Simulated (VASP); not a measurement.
Input of a VASP 6.6.1 run:

INCAR

```
PREC = Accurate
ENCUT = 500
EDIFF = 1E-6
ISMEAR = 0
SIGMA = 0.1
LREAL = F
LASPH = T
NELM = 120
ALGO = Normal
ISIF = 2
LWAVE = F
LCHARG = T
GGA = PE
LELF = T
LVHAR = T
NBANDS = 66
GGA_COMPAT = F
```

KPOINTS

```
regular mesh
0
Gamma
  3 3 3
```

Contents of POSCAR:

```
K
1.0
    5.4897924396      3.1695331429      9.3623038951
   -5.4897924396      3.1695331429      9.3623038951
    0.0000000000     -6.3390662855      9.3623038951
K
12
Direct
    0.0101900000      0.6536100000      0.0101900000
    0.0101900000      0.0101900000      0.6536100000
    0.6536100000      0.0101900000      0.0101900000
    0.9898100000      0.3463900000      0.9898100000
    0.3463900000      0.9898100000      0.9898100000
    0.9898100000      0.9898100000      0.3463900000
    0.2211800000      0.6306000000      0.2211800000
    0.2211800000      0.2211800000      0.6306000000
    0.6306000000      0.2211800000      0.2211800000
    0.7788200000      0.3694000000      0.7788200000
    0.3694000000      0.7788200000      0.7788200000
    0.7788200000      0.7788200000      0.3694000000
```

Potentials or basis: VASP PAW PBE potentials, release 64 (K_sv).

Command:

```console
$ cat potpaw_PBE.64/K_sv/POTCAR > POTCAR
$ mpirun -np 1 vasp_std > vasp.out
```

(1) Predict the pressure.

(2) Predict the band gap on the k mesh.

(3) Predict the largest force.

## Answers

(1) 0.9 GPa.

(2) zero (bands 54 and 55 overlap by 0.34 eV).

(3) 0.391 eV/Å.
